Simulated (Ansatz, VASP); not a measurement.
Al2NF3 in VASP and in Ansatz

```xyz
6
Lattice="2.3067 1.3318 4.5611 -2.3067 1.3318 4.5611 0.0000 -2.6636 4.5611" Properties=species:S:1:pos:R:3 pbc="T T T"
Al    0.0000    0.0000   10.2028
Al    0.0000    0.0000    3.4806
N     0.0000    0.0000    0.0000
F    -1.1534    0.6659    2.2806
F     1.1534    0.6659    2.2806
F     0.0000   -1.3318    2.2806
```

Change from the starting cell: species swapped into the Y2Co3Si type (R-3m, No. 166).

Alike in both runs: functional PBE; k mesh 6 × 6 × 6; occupations gaussian, width 0.1 eV; collinear spin.

Ansatz relaxed the structure, and its values are those at the end. VASP's run is a single point on that final structure, the one shown.

|  | VASP | Ansatz |
| --- | --- | --- |
| version | VASP 6.6.1 | Ansatz 0.2.0 |
| potentials or method | VASP PAW PBE potentials, release 64 (Al, N, F), cutoff 520 eV | scalar-relativistic, plane waves, PAW |
| valence electrons in the cell | 32 | 32 |

|  | VASP | Ansatz | Ansatz less VASP |
| --- | --- | --- | --- |
| gap on the k mesh at the Fermi level (eV) | none | none | - |
| pressure (GPa) | 0.0 | 0.1 | +0.11 |
| rms of the force components (eV/Å) | 0.010 | 0.002 | -0.0078 |
| net moment per atom (μB) | 0.20 | 0.20 | -0.001 |
| size of the moment on the site where the two differ most (μB) | 0.82 | 1.10 | +0.273 |

Site moments also hang on the region over which each program counts them. A gap of «none» marks a metal or a gap that the smearing closes.
